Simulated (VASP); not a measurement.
# CdS (Greenockite) (P6_3mc) in VASP: single point with PBE-based screened hybrid

Aim: the single point of CdS (Greenockite) with PBE-based screened hybrid.

Program: VASP 6.6.1. These are calculated values, not measurements. Logs are shortened: lines on timing, memory, paths and dates and some standing lists are left out, and cuts for length are marked.

## 1. The cell of the first run

Symmetry: P6_3mc, No. 186, hexagonal system. Conventional cell: a = 4.150 Å, b = 4.150 Å, c = 6.737 Å, α = 90.00°, β = 90.00°, γ = 120.00°. Within 3.3 Å of Cd (site symmetry 3m) lie 4 S at 2.53 to 2.54 Å. Within 3.3 Å of S (site symmetry 3m) lie 4 Cd at 2.53 to 2.54 Å.

## 2. Single point, PBE-based screened hybrid

POSCAR

```
CdS
1.0
    4.1500000000      0.0000000000      0.0000000000
   -2.0750000000      3.5940054257      0.0000000000
    0.0000000000      0.0000000000      6.7370000000
Cd S
2 2
Direct
    0.6666666667      0.3333333333      0.5000000000
    0.3333333333      0.6666666667      0.0000000000
    0.6666666667      0.3333333333      0.8750000000
    0.3333333333      0.6666666667      0.3750000000
```

INCAR.step1

```
SYSTEM = CdS
ALGO = Normal ; EDIFF = 1E-5
ENCUT = 520 ; GGA = PE
ISIF = 2 ; ISMEAR = -1
LASPH = .TRUE. ; LCHARG = .FALSE.
LREAL = .FALSE. ; LWAVE = .TRUE.
NBANDS = 26 ; NELM = 100
PREC = Accurate ; SIGMA = 0.05
```

INCAR.step2

```
SYSTEM = CdS
AEXX = 0.25 ; ALGO = Normal
EDIFF = 1E-7 ; ENCUT = 520
GGA = PE ; HFSCREEN = 0.3
ISIF = 2 ; ISMEAR = -1
ISTART = 1 ; LASPH = .TRUE.
LCHARG = .FALSE. ; LHFCALC = .TRUE.
LREAL = .FALSE. ; LWAVE = .FALSE.
NBANDS = 26 ; NELM = 100
PREC = Accurate ; PRECFOCK = Normal
SIGMA = 0.05
```

KPOINTS

```
k-points
0
G
  4 4 2
  0 0 0
```

Potentials or basis: VASP PAW PBE potentials, release 64 (Cd, S).

Run with:

```sh
$ cat potpaw_PBE.64/Cd/POTCAR potpaw_PBE.64/S/POTCAR > POTCAR
$ cp INCAR.step1 INCAR
$ mpirun -np 1 vasp_std > vasp.out
$ cp INCAR.step2 INCAR
$ mpirun -np 1 vasp_std > vasp.out
```

OUTCAR:

```text
SYSTEM = CdS
   AEXX = 0.25
   EDIFF = 1E-7
   ENCUT = 520
   GGA = PE
   HFSCREEN = 0.3
   ISIF = 2
   ISMEAR = -1
   ISTART = 1
   LASPH = .TRUE.
   LHFCALC = .TRUE.
   LREAL = .FALSE.
   NELM = 100
   PREC = Accurate
   PRECFOCK = Normal

 ion  position               nearest neighbor table
   1  0.667  0.333  0.500-   3 2.53   4 2.54   4 2.54   4 2.54
   2  0.333  0.667  0.000-   4 2.53   3 2.54   3 2.54   3 2.54
   3  0.667  0.333  0.875-   1 2.53   2 2.54   2 2.54   2 2.54
   4  0.333  0.667  0.375-   2 2.53   1 2.54   1 2.54   1 2.54

  LATTYP: Found a hexagonal cell.
 ALAT       =     4.1500000000
 C/A-ratio  =     1.6233734940

  Lattice vectors:

 A1 = (   4.1500000000,   0.0000000000,   0.0000000000)
 A2 = (  -2.0750000000,   3.5940054257,   0.0000000000)
 A3 = (   0.0000000000,   0.0000000000,   6.7370000000)

Analysis of symmetry for initial positions (statically):
=====================================================================
 Subroutine PRICEL returns:
 Original cell was already a primitive cell.

 Routine SETGRP: Setting up the symmetry group for a
 hexagonal supercell.

 Subroutine GETGRP returns: Found 12 space group operations
 (whereof  6 operations were pure point group operations)
 out of a pool of 24 trial point group operations.

The static configuration has the point symmetry C_3v.
 The point group associated with its full space group is C_6v.

Analysis of symmetry for dynamics (positions and initial velocities):
=====================================================================
 Subroutine PRICEL returns:
 Original cell was already a primitive cell.

 Routine SETGRP: Setting up the symmetry group for a
 hexagonal supercell.

 Subroutine GETGRP returns: Found 12 space group operations
 (whereof  6 operations were pure point group operations)
 out of a pool of 24 trial point group operations.

The dynamic configuration has the point symmetry C_3v.
 The point group associated with its full space group is C_6v.

 Subroutine INISYM returns: Found 12 space group operations
 (whereof  6 operations are pure point group operations),
 and found     1 'primitive' translations

[... 82 lines left out ...]
   LREAL  =      F    real-space projection
   EDIFFG = 0.1E-05   stopping-criterion for IOM
   NSW    =      0    number of steps for IOM
   IBRION =     -1    ionic relax: 0-MD 1-quasi-New 2-CG
   NFREE  =      0    steps in history (QN), initial steepest desc. (CG)
   ISIF   =      2    stress and relaxation
   ISYM   =      3    0-nonsym 1-usesym 2-fastsym
   POTIM  = 0.5000    time-step for ionic-motion
   TEBEG  =    0.0;   TEEND  =   0.0 temperature during run
   PSTRESS=    0.0 pullay stress
   NELECT =      36.0000    total number of electrons
   NUPDOWN=      -1.0000    fix difference up-down
   EMIN   =  10.00;   EMAX   =-10.00  energy-range for DOS
   EFERMI =   0.00;   METHOD = LEGACY
   ISMEAR =    -1;   SIGMA  =   0.05  broadening in eV -4-tet -1-fermi 0-gaus
   EFERMI_NEDOS =   21; number of points for ismear=-14 and -15
   IALGO  =     38    algorithm
   IMIX   =      1    mixing-type and parameters
     AMIX     =   0.40;   BMIX     =  1.00
     AMIX_MAG =   1.60;   BMIX_MAG =  1.00
  volume/ion in A,a.u.               =      25.12       169.52
  Fermi-wavevector in a.u.,A,eV,Ry     =   1.162727  2.197236 18.394190  1.351935
  Thomas-Fermi vector in A             =   2.299285
   LORBIT       =      0    0 simple, 1 ext, 2 COOP (PROOUT), +10 PAW based schemes
   GGA     = PE    functional components
   LHFCALC =     T    Hartree Fock is set to
   PRECFOCK=normal    Normal, Fast or Accurate (Low or Medium for compatibility)
   ENCUT4O =  -1.0   cutoff for four orbital integrals eV
   NKREDX  =     1    reduce k-point grid by
   NKREDY  =     1    reduce k-point grid by
   NKREDZ  =     1    reduce k-point grid by
   AEXX    =    0.2500 exact exchange contribution
   HFSCREEN=    0.3000 screening length (either q_TF or 0.3 A-1)
   HFSCREENC=   0.3000 screening length for correlation (either q_TF or 0.3 A-1)
   ENCUTFOCK=  -1.0 apply spherical cutoff to Coloumb kernel
   IVDW    =     0    specifies the selected vdW correction
   LEPSILON=     F    determine dielectric tensor
   LRPA    =     F    only Hartree local field effects (RPA)
 non-spin polarized calculation
  energy-cutoff  :      520.00
  volume of cell :      100.48
 maximum number of plane-waves:      2731
 NGX is ok and might be reduce to    32
  NGX = 24; NGY = 24; NGZ = 40

 number of electron      35.9999996 magnetization

 Free energy of the ion-electron system (eV)
  ---------------------------------------------------
  ext. energy  EPLUGINS =         0.00000000
  ---------------------------------------------------
  free energy    TOTEN  =       -14.77470277 eV

  energy without entropy =      -14.77470277  energy(sigma->0) =      -14.77470277

 E-fermi :   1.7315     XC(G=0):  -7.6794

 val. band max:        0.6754351222   @ k =   0.0000   0.0000   0.0000
 cond. band min:       2.7090640232   @ k =   0.0000   0.0000   0.0000
 fundamental gap:      2.0336289010
 Fermi energy:         1.7314689403

 k-point     1 :       0.0000    0.0000    0.0000
  band No.  band energies     occupation
      1     -12.7243      2.00000
      2     -12.2775      2.00000
      3      -8.0644      2.00000
      4      -8.0427      2.00000
      5      -8.0427      2.00000
      6      -7.9564      2.00000
[... 221 lines left out ...]
     25       9.9074      0.00000
     26       9.9074      0.00000

------------------------ aborting loop because EDIFF is reached ----------------------------------------

  FORCE on cell =-STRESS in cart. coord.  units (eV):
  Direction    XX          YY          ZZ          XY          YZ          ZX
  --------------------------------------------------------------------------------------
  -------------------------------------------------------------------------------------
  Total        0.8184735      0.8184735      1.0675109      0.0000000      0.0000000     -0.0000000
  in kB       13.0503409     13.0503409     17.0211754      0.0000000      0.0000000     -0.0000000
  external PRESSURE =      14.3739524 kB  Pullay stress =       0.0000000 kB

 VOLUME and BASIS-vectors are now :
 -----------------------------------------------------------------------------
  energy-cutoff  :      520.00
  volume of cell :      100.48
      direct lattice vectors                 reciprocal lattice vectors
     4.150000000  0.000000000  0.000000000     0.240963855  0.139120547  0.000000000
    -2.075000000  3.594005426  0.000000000     0.000000000  0.278241094  0.000000000
     0.000000000  0.000000000  6.737000000     0.000000000  0.000000000  0.148434021

 POSITION                                       TOTAL-FORCE (eV/Angst)
 -----------------------------------------------------------------------------------
      2.07500      1.19800      3.36850         0.000000      0.000000     -0.062284
     -0.00000      2.39600      0.00000        -0.000000     -0.000000     -0.062284
      2.07500      1.19800      5.89487        -0.000000     -0.000000      0.062284
     -0.00000      2.39600      2.52637        -0.000000      0.000000      0.062284
 -----------------------------------------------------------------------------------
    total drift:                                0.000000     -0.000000     -0.000510

  FREE ENERGIE OF THE ION-ELECTRON SYSTEM (eV)
  ---------------------------------------------------
  free  energy   TOTEN  =       -14.7747027676 eV

  energy  without entropy=      -14.7747027673  energy(sigma->0) =      -14.77470277
```

OUTCAR.step1:

```text
SYSTEM = CdS
   EDIFF = 1E-5
   ENCUT = 520
   GGA = PE
   ISIF = 2
   ISMEAR = -1
   LASPH = .TRUE.
[... 444 lines left out ...]
     -0.00000      2.39600      0.00000        -0.000000     -0.000000     -0.055638
      2.07500      1.19800      5.89487         0.000000     -0.000000      0.055638
     -0.00000      2.39600      2.52637         0.000000      0.000000      0.055638
 -----------------------------------------------------------------------------------
    total drift:                               -0.000000     -0.000000     -0.000636

  FREE ENERGIE OF THE ION-ELECTRON SYSTEM (eV)
  ---------------------------------------------------
  free  energy   TOTEN  =       -12.2332201669 eV

  energy  without entropy=      -12.2332193276  energy(sigma->0) =      -12.23321975
```

Wall time 27 min (1 thread of Oxide Virtual Turin-like, shared host); peak memory 0.31 GiB.

Results:

| Property | Result |
| --- | --- |
| Free energy | -14.7747 eV |
| Pressure | 1.4 GPa |
| Largest force | 0.062 eV/Å |
| Band gap on the k mesh | 2.03 eV, direct |

Forces on the atoms (eV/Å):
```
Cd   0.000  0.000 -0.062
Cd   0.000  0.000 -0.062
S    0.000  0.000  0.062
S    0.000  0.000  0.062
```

Stress tensor (GPa, compression positive):
```
1.31 0.00 0.00
0.00 1.31 0.00
0.00 0.00 1.70
```

Caveat: the k points lie up to 0.47 Å⁻¹ apart; the PAW data sets were made with another functional, which shifts forces and pressure a little.
